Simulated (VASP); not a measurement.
Set up this calculation in VASP 6.6.1, as the native input.

```yaml
Task: single point
Functional: PBE
Potentials_or_basis: VASP PAW PBE potentials, release 64 (Cu_sv_GW, O)
Cutoff: 820 eV
k_mesh: 10 × 10 × 5
Occupations: gaussian, width 0.021 eV
Spin: no spin polarisation
Dipole_correction: no
Further_INCAR_settings: ALGO = Normal; EDIFF = 1e-06; NBANDS = 33
```

The structure of CuO lies in POSCAR:

```
CuO
1.0
    2.3418500000     -1.7113000000      0.0000000000
    2.3418500000      1.7113000000      0.0000000000
   -0.8500274268      0.0000000000      5.0578693947
Cu O
2 2
Direct
    0.5000000000      0.0000000000      0.5000000000
    0.0000000000      0.5000000000      0.0000000000
    0.4184000000      0.5816000000      0.7500000000
    0.5816000000      0.4184000000      0.2500000000
```

One way to write it, as run:

INCAR

```
SYSTEM = CuO
ALGO     = Normal         ! electronic algorithm
EDIFF    = 1E-6           ! SCF threshold, eV
ENCUT    = 820            ! plane-wave cutoff, eV
GGA      = PE             ! functional
GGA_COMPAT= .FALSE.      
ISIF     = 2              ! what is computed and relaxed
ISMEAR   = 0              ! smearing method
LASPH    = .TRUE.         ! aspherical terms in the spheres
LCHARG   = .FALSE.        ! write CHGCAR
LREAL    = .FALSE.        ! projectors in reciprocal space
LWAVE    = .FALSE.        ! write WAVECAR
NBANDS   = 33             ! bands
NELM     = 120            ! most SCF steps
PREC     = Accurate       ! precision mode
SIGMA    = 0.020999999999999998 ! smearing width, eV
```

KPOINTS

```
k-points
0
G
  10 10 5
  0 0 0
```

Potentials or basis: VASP PAW PBE potentials, release 64 (Cu_sv_GW, O).

Launch:

```console
$ cat potpaw_PBE.64/Cu_sv_GW/POTCAR potpaw_PBE.64/O/POTCAR > POTCAR
$ mpirun -np 1 vasp_std > vasp.out
```

It gave:

- Pressure: 4.8 GPa
- Largest force: 0.254 eV/Å
- Band gap on the k mesh: zero (bands 25 and 26 overlap by 0.60 eV)

Caveat: the cell stands under pressure; semilocal functionals often make such compounds metallic where correlation or magnetic order opens a gap, which also shifts bond lengths.

Wall time 3.1 min on 1 thread of Intel(R) Xeon(R) Platinum 8559C (Emerald Rapids) (shared host), peak memory 0.46 GiB.
